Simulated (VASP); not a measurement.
A run of VASP 6.6.1 is set up as follows.

The input POSCAR:

```
NaMgBr3
1.0
    5.5322432244      0.0000000000      0.0000000000
    0.0000000000      5.5322432244      0.0000000000
    0.0000000000      0.0000000000      5.1222681275
Na Mg Br
1 1 3
Direct
    0.0000000000      0.0000000000      0.0000000000
    0.5000000000      0.5000000000      0.5000000000
    0.5000000000      0.5000000000      0.0000000000
    0.5000000000      0.0000000000      0.5000000000
    0.0000000000      0.5000000000      0.5000000000
```

File INCAR.step1:

```
  ALGO = Normal
  EDIFF = 1E-4
  ENCUT = 520
  GGA = PE
  ISMEAR = 0
  LASPH = True
  LCHARG = False
  LREAL = False
  LWAVE = True
  NBANDS = 23
  NELM = 80
  PREC = Accurate
  SIGMA = 0.01
```

The input INCAR.step2:

```
  ALGO = Normal
  EDIFF = 1E-7
  ENCUT = 520
  ISIF = 2
  ISMEAR = 0
  ISTART = 1
  LASPH = True
  LCHARG = True
  LELF = True
  LMIXTAU = True
  LREAL = False
  LVHAR = True
  LWAVE = False
  METAGGA = R2SCAN
  NBANDS = 23
  NELM = 80
  PREC = Accurate
  SIGMA = 0.01
```

File KPOINTS:

```
k-points
0
Gamma
  6 6 6
```

Potentials or basis: VASP PAW PBE potentials, release 64 (Na_pv, Mg, Br).

Command:

```bash
$ cat potpaw_PBE.64/Na_pv/POTCAR potpaw_PBE.64/Mg/POTCAR potpaw_PBE.64/Br/POTCAR > POTCAR
$ cp INCAR.step1 INCAR
$ mpirun -np 1 vasp_std > vasp.out
$ cp INCAR.step2 INCAR
$ mpirun -np 1 vasp_std > vasp.out
```

Problem. What does it give for the band gap on the k mesh?

Solution. 3.39 eV (least direct gap 3.88 eV).

Problem. Predict the pressure.

Solution. -1.6 GPa.

Stress tensor (GPa, compression positive):
```
-2.31  0.00  0.00
 0.00 -2.31  0.00
 0.00  0.00 -0.17
```

Caveat: the cell differs from its parent crystal (epitaxial xy strain +5.0%); the PAW data sets were made with another functional, which shifts forces and pressure a little. A k mesh can miss the band edges.
